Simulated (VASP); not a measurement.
# Hg3IrN2 (P6/mmm) in VASP: single point with r2SCAN

Aim: the single point of Hg3IrN2 with r2SCAN.

All numbers are computed with VASP 6.6.1; they aren't measurements. Logs are shortened: lines on timing, memory, paths and dates and some standing lists are left out, and cuts for length are marked.

### Step 1. The cell of the first run

It takes space group P6/mmm (No. 191, hexagonal). Conventional cell: a = 5.911 Å, b = 5.911 Å, c = 4.945 Å, α = 90.00°, β = 90.00°, γ = 120.00°. Hg (site symmetry mmm) has 4 Hg at 2.96 Å and 2 Ir at 2.96 Å and 4 N at 3.51 Å within 3.9 Å. Ir (site symmetry 6/mmm) has 2 N at 1.90 Å within 2.5 Å. Within 1.5 Å of N (site symmetry 6mm) lie 1 N at 1.14 Å.

### Step 2. Single point, r2SCAN

POSCAR reads:

```
Hg3IrN2
1.0
    5.9106554791      0.0000000000      0.0000000000
   -2.9553277395      5.1187777979      0.0000000000
    0.0000000000      0.0000000000      4.9452313629
Hg Ir N
3 1 2
Direct
    0.5000000000      0.0000000000      0.0000000000
    0.0000000000      0.5000000000      0.0000000000
    0.5000000000      0.5000000000      0.0000000000
    0.0000000000      0.0000000000      0.0000000000
    0.0000000000      0.0000000000      0.6153427581
    0.0000000000      0.0000000000      0.3846572419
```

INCAR.step1 reads:

```
SYSTEM = Hg3IrN2
  PREC = Accurate
  ENCUT = 520
  ISMEAR = 0
  SIGMA = 0.1
  LREAL = .False.
  LASPH = .True.
  NELM = 100
  NBANDS = 36
  GGA = PE
  ALGO = Normal
  EDIFF = 1E-4
  LWAVE = .True.
  LCHARG = .False.
```

INCAR.step2 reads:

```
SYSTEM = Hg3IrN2
  PREC = Accurate
  ENCUT = 520
  EDIFF = 1E-6
  ISMEAR = 0
  SIGMA = 0.1
  LREAL = .False.
  LASPH = .True.
  NELM = 100
  ALGO = Normal
  ISIF = 2
  LWAVE = .False.
  LCHARG = .True.
  METAGGA = R2SCAN
  LMIXTAU = .True.
  LELF = .True.
  LVHAR = .True.
  NBANDS = 36
  ISTART = 1
```

KPOINTS reads:

```
Automatic mesh
0
Gamma
  6 6 6
  0 0 0
```

Potentials or basis: VASP PAW PBE potentials, release 64 (Hg, Ir, N).

On the command line:

```console
$ cat potpaw_PBE.64/Hg/POTCAR potpaw_PBE.64/Ir/POTCAR potpaw_PBE.64/N/POTCAR > POTCAR
$ cp INCAR.step1 INCAR
$ mpirun -np 1 vasp_std > vasp.out
$ cp INCAR.step2 INCAR
$ mpirun -np 1 vasp_std > vasp.out
```

OUTCAR:

```text
SYSTEM = Hg3IrN2
   PREC = Accurate
   ENCUT = 520
   EDIFF = 1E-6
   ISMEAR = 0
   LREAL = .False.
   LASPH = .True.
   NELM = 100
   ISIF = 2
   METAGGA = R2SCAN
   ISTART = 1

 ion  position               nearest neighbor table
   1  0.500  0.000  0.000-   3 2.96   3 2.96   4 2.96   4 2.96   2 2.96   2 2.96
   2  0.000  0.500  0.000-   4 2.96   4 2.96   3 2.96   3 2.96   1 2.96   1 2.96
   3  0.500  0.500  0.000-   1 2.96   1 2.96   2 2.96   2 2.96   4 2.96   4 2.96
   4  0.000  0.000  0.000-   5 1.90   6 1.90   2 2.96   2 2.96   1 2.96   1 2.96   3 2.96   3 2.96

   5  0.000  0.000  0.615-   6 1.14   4 1.90
   6  0.000  0.000  0.385-   5 1.14   4 1.90

  LATTYP: Found a hexagonal cell.
 ALAT       =     5.9106554791
 C/A-ratio  =     0.8366637813

  Lattice vectors:

 A1 = (   5.9106554791,   0.0000000000,   0.0000000000)
 A2 = (  -2.9553277395,   5.1187777979,   0.0000000000)
 A3 = (   0.0000000000,   0.0000000000,   4.9452313629)

Analysis of symmetry for initial positions (statically):
=====================================================================
 Subroutine PRICEL returns:
 Original cell was already a primitive cell.

 Routine SETGRP: Setting up the symmetry group for a
 hexagonal supercell.

 Subroutine GETGRP returns: Found 24 space group operations
 (whereof 24 operations were pure point group operations)
 out of a pool of 24 trial point group operations.

The static configuration has the point symmetry D_6h.

Analysis of symmetry for dynamics (positions and initial velocities):
=====================================================================
 Subroutine PRICEL returns:
 Original cell was already a primitive cell.

 Routine SETGRP: Setting up the symmetry group for a
 hexagonal supercell.

 Subroutine GETGRP returns: Found 24 space group operations
 (whereof 24 operations were pure point group operations)
 out of a pool of 24 trial point group operations.

The dynamic configuration has the point symmetry D_6h.

 Subroutine INISYM returns: Found 24 space group operations
 (whereof 24 operations are pure point group operations),
 and found     1 'primitive' translations

----------------------------------------------------------------------------------------

                                     Primitive cell

  volume of cell :     149.6196

  direct lattice vectors                    reciprocal lattice vectors
     5.910655479  0.000000000  0.000000000     0.169185973  0.097679567  0.000000000
    -2.955327739  5.118777798  0.000000000     0.000000000  0.195359134  0.000000000
     0.000000000  0.000000000  4.945231363     0.000000000  0.000000000  0.202215008

  length of vectors
     5.910655479  5.910655479  4.945231363     0.195359134  0.195359134  0.202215008

  position of ions in fractional coordinates (direct lattice)
     0.500000000  0.000000000  0.000000000
     0.000000000  0.500000000  0.000000000
     0.500000000  0.500000000  0.000000000
     0.000000000  0.000000000  0.000000000
     0.000000000  0.000000000  0.615342758
     0.000000000  0.000000000  0.384657242

  ion indices of the primitive-cell ions
   primitive index   ion index
                 1           1
                 2           2
                 3           3
                 4           4
                 5           5
                 6           6

----------------------------------------------------------------------------------------

 KPOINTS: Automatic mesh

Automatic generation of k-mesh.
 Grid dimensions read from file:
 generate k-points for:    6    6    6

 Generating k-lattice:

  Cartesian coordinates                     Fractional coordinates (reciprocal lattice)
     0.028197662  0.016279928  0.000000000     0.166666667  0.000000000  0.000000000
     0.000000000  0.032559856  0.000000000     0.000000000  0.166666667  0.000000000
     0.000000000  0.000000000  0.033702501     0.000000000  0.000000000  0.166666667

  Length of vectors
     0.032559856  0.032559856  0.033702501

  Shift w.r.t. Gamma in fractional coordinates (k-lattice)
     0.000000000  0.000000000  0.000000000

 Subroutine IBZKPT returns following result:
 ===========================================

 Found     28 irreducible k-points:

 Following reciprocal coordinates:
            Coordinates               Weight
  0.000000  0.000000  0.000000      1.000000
  0.166667  0.000000  0.000000      6.000000
  0.333333  0.000000  0.000000      6.000000
  0.500000  0.000000  0.000000      3.000000
  0.166667  0.166667  0.000000      6.000000
  0.333333  0.166667  0.000000     12.000000
[... 16 lines left out ...]
  0.166667  0.000000  0.500000      6.000000
  0.333333  0.000000  0.500000      6.000000
 [... further k-points ...]
   k-points           NKPTS =     28   k-points in BZ     NKDIM =     28   number of bands    NBANDS=     36
   number of dos      NEDOS =    301   number of ions     NIONS =      6
   total plane-waves  NPLWV =  92160
   dimension x,y,z NGX =    48 NGY =   48 NGZ =   40
   dimension x,y,z NGXF=    96 NGYF=   96 NGZF=   80
   ions per type =               3   1   2
   NGX,Y,Z   is equivalent  to a cutoff of  13.50, 13.50, 13.45 a.u.
   NGXF,Y,Z  is equivalent  to a cutoff of  27.00, 27.00, 26.89 a.u.
 SYSTEM =  Hg3IrN2
   PREC   = accura    normal or accurate (medium, high low for compatibility)
   ISTART =      1    job   : 0-new  1-cont  2-samecut
   ICHARG =      0    charge: 1-file 2-atom 10-const
   ISPIN  =      1    spin polarized calculation?
   LNONCOLLINEAR =      F non collinear calculations
   LSORBIT =      F    spin-orbit coupling
   LASPH  =      T    aspherical Exc in radial PAW
   ENCUT  =  520.0 eV  38.22 Ry    6.18 a.u.  10.99 10.99  9.19*2*pi/ulx,y,z
   NELM   =    100;   NELMIN=  2; NELMDL=  0     # of ELM steps
   EDIFF  = 0.1E-05   stopping-criterion for ELM
   LREAL  =      F    real-space projection
   EDIFFG = 0.1E-04   stopping-criterion for IOM
   NSW    =      0    number of steps for IOM
   IBRION =     -1    ionic relax: 0-MD 1-quasi-New 2-CG
   NFREE  =      0    steps in history (QN), initial steepest desc. (CG)
   ISIF   =      2    stress and relaxation
   ISYM   =      2    0-nonsym 1-usesym 2-fastsym
   POTIM  = 0.5000    time-step for ionic-motion
   TEBEG  =    0.0;   TEEND  =   0.0 temperature during run
   PSTRESS=    0.0 pullay stress
   NELECT =      55.0000    total number of electrons
   NUPDOWN=      -1.0000    fix difference up-down
   EMIN   =  10.00;   EMAX   =-10.00  energy-range for DOS
   EFERMI =   0.00;   METHOD = LEGACY
   ISMEAR =     0;   SIGMA  =   0.10  broadening in eV -4-tet -1-fermi 0-gaus
   EFERMI_NEDOS =   21; number of points for ismear=-14 and -15
   IALGO  =     38    algorithm
   IMIX   =      4    mixing-type and parameters
     AMIX     =   0.40;   BMIX     =  1.00
     AMIX_MAG =   1.60;   BMIX_MAG =  1.00
  volume/ion in A,a.u.               =      24.94       168.28
  Fermi-wavevector in a.u.,A,eV,Ry     =   1.172734  2.216146 18.712164  1.375305
  Thomas-Fermi vector in A             =   2.309158
   LORBIT       =      0    0 simple, 1 ext, 2 COOP (PROOUT), +10 PAW based schemes
   METAGGA = R2SCAN    functional components
   LHFCALC =     F    Hartree Fock is set to
   AEXX    =    0.0000 exact exchange contribution
   IVDW    =     0    specifies the selected vdW correction
   LEPSILON=     F    determine dielectric tensor
   LRPA    =     F    only Hartree local field effects (RPA)
 non-spin polarized calculation
 Gauss-broadening in eV      SIGMA  =   0.10
  energy-cutoff  :      520.00
  volume of cell :      149.62
 maximum number of plane-waves:      4056
 NGX is ok and might be reduce to    48
   NGX = 21   NGY = 21   NGZ = 19

 number of electron      54.9999996 magnetization

 Free energy of the ion-electron system (eV)
  ---------------------------------------------------
  ext. energy  EPLUGINS =         0.00000000
  ---------------------------------------------------
  free energy    TOTEN  =      -217.26979803 eV

  energy without entropy =     -217.26307087  energy(sigma->0) =     -217.26643445

 E-fermi :   1.9259     XC(G=0):  -9.4860

 val. band max:        1.9164944718   @ k =   0.1667   0.0000   0.3333
 cond. band min:       1.9720080827   @ k =   0.1667   0.1667   0.5000
 fundamental gap:      0.0555136109
 Fermi energy:         1.9258644833

 k-point     1 :       0.0000    0.0000    0.0000
  band No.  band energies     occupation
      1     -23.6915      2.00000
      2     -10.6631      2.00000
      3     -10.0285      2.00000
      4      -7.4556      2.00000
      5      -6.7618      2.00000
      6      -6.7618      2.00000
[... 28 lines left out ...]
     35       6.3242      0.00000
     36       8.1520      0.00000

 k-point     2 :       0.1667    0.0000    0.0000
  band No.  band energies     occupation
      1     -23.6916      2.00000
      2     -10.6655      2.00000
      3     -10.0206      2.00000
      4      -7.3084      2.00000
      5      -6.7842      2.00000
      6      -6.7004      2.00000
[... 28 lines left out ...]
     35       6.4810      0.00000
     36       7.7734      0.00000

 k-point     3 :       0.3333    0.0000    0.0000
  band No.  band energies     occupation
      1     -23.6914      2.00000
      2     -10.6703      2.00000
      3     -10.0055      2.00000
      4      -7.0325      2.00000
      5      -6.7733      2.00000
      6      -6.6939      2.00000
[... 28 lines left out ...]
     35       6.9062      0.00000
     36       7.4404      0.00000

 k-point     4 :       0.5000    0.0000    0.0000
  band No.  band energies     occupation
      1     -23.6913      2.00000
      2     -10.6727      2.00000
      3      -9.9983      2.00000
      4      -6.9699      2.00000
      5      -6.7058      2.00000
      6      -6.6993      2.00000
[... 28 lines left out ...]
     35       7.5246      0.00000
     36       7.6858      0.00000

 k-point     5 :       0.1667    0.1667    0.0000
  band No.  band energies     occupation
      1     -23.6914      2.00000
      2     -10.6691      2.00000
      3     -10.0092      2.00000
      4      -7.0632      2.00000
      5      -6.7779      2.00000
      6      -6.7433      2.00000
[... 655 lines left out ...]
 k-point    22 :       0.0000    0.0000    0.5000
  band No.  band energies     occupation
      1     -23.5954      2.00000
      2     -12.9256      2.00000
      3      -7.4480      2.00000
      4      -7.2264      2.00000
      5      -7.2264      2.00000
      6      -6.8987      2.00000
[... 28 lines left out ...]
     35       5.6819      0.00000
     36       5.6819      0.00000

 k-point    23 :       0.1667    0.0000    0.5000
  band No.  band energies     occupation
      1     -23.5954      2.00000
      2     -12.9226      2.00000
      3      -7.2949      2.00000
      4      -7.2118      2.00000
      5      -7.2025      2.00000
      6      -6.9120      2.00000
[... 28 lines left out ...]
     35       5.3664      0.00000
     36       5.7564      0.00000

 k-point    24 :       0.3333    0.0000    0.5000
  band No.  band energies     occupation
      1     -23.5954      2.00000
      2     -12.9165      2.00000
      3      -7.1819      2.00000
      4      -7.1432      2.00000
      5      -6.9771      2.00000
      6      -6.9491      2.00000
[... 28 lines left out ...]
     35       6.6627      0.00000
     36       6.9398      0.00000

 [... further k-points ...]

------------------------ aborting loop because EDIFF is reached ----------------------------------------

  FORCE on cell =-STRESS in cart. coord.  units (eV):
  Direction    XX          YY          ZZ          XY          YZ          ZX
  --------------------------------------------------------------------------------------
  -------------------------------------------------------------------------------------
  Total       -1.7464755     -1.7464755     -0.6023734     -0.0000000     -0.0000000     -0.0000000
  in kB      -18.7018488    -18.7018488     -6.4504171     -0.0000000     -0.0000000     -0.0000000
  external PRESSURE =     -14.6180382 kB  Pullay stress =       0.0000000 kB

 VOLUME and BASIS-vectors are now :
 -----------------------------------------------------------------------------
  energy-cutoff  :      520.00
  volume of cell :      149.62
      direct lattice vectors                 reciprocal lattice vectors
     5.910655479  0.000000000  0.000000000     0.169185973  0.097679567  0.000000000
    -2.955327739  5.118777798  0.000000000     0.000000000  0.195359134  0.000000000
     0.000000000  0.000000000  4.945231363     0.000000000  0.000000000  0.202215008

 POSITION                                       TOTAL-FORCE (eV/Angst)
 -----------------------------------------------------------------------------------
      2.95533      0.00000      0.00000         0.000000     -0.000000      0.000000
     -1.47766      2.55939      0.00000         0.000000     -0.000000      0.000000
      1.47766      2.55939      0.00000         0.000000     -0.000000      0.000000
      0.00000      0.00000      0.00000         0.000000     -0.000000      0.000000
      0.00000      0.00000      3.04301        -0.000000     -0.000000      0.016283
      0.00000      0.00000      1.90222         0.000000      0.000000     -0.016283
 -----------------------------------------------------------------------------------
    total drift:                               -0.000000      0.000000      0.000000

  FREE ENERGIE OF THE ION-ELECTRON SYSTEM (eV)
  ---------------------------------------------------
  free  energy   TOTEN  =      -217.2697980298 eV

  energy  without entropy=     -217.2630708750  energy(sigma->0) =     -217.26643445
```

It took 4.2 min on 1 thread of Intel Xeon 6975P-C (Granite Rapids), shared host; peak memory 0.41 GiB.

What came out:

```yaml
Free_energy: -217.2698 eV
Pressure: -1.5 GPa
Largest_force: 0.016 eV/Å
Band_gap_on_the_k_mesh: zero (an odd number of electrons rules out a gap without spin polarisation)
```

Forces in eV/Å, atoms in the order of the input:
```
Hg   0.000  0.000  0.000
Hg   0.000  0.000  0.000
Hg   0.000  0.000  0.000
Ir   0.000  0.000  0.000
N    0.000  0.000  0.016
N    0.000  0.000 -0.016
```

Caveat: the standard files for N, O and F lose accuracy on very short bonds; the PAW data sets were made with another functional, which shifts forces and pressure a little; spin-orbit coupling is left out, which moves the levels of the heavy elements.

The gap in the log of VASP goes by the Fermi energy; the results here count the filled bands.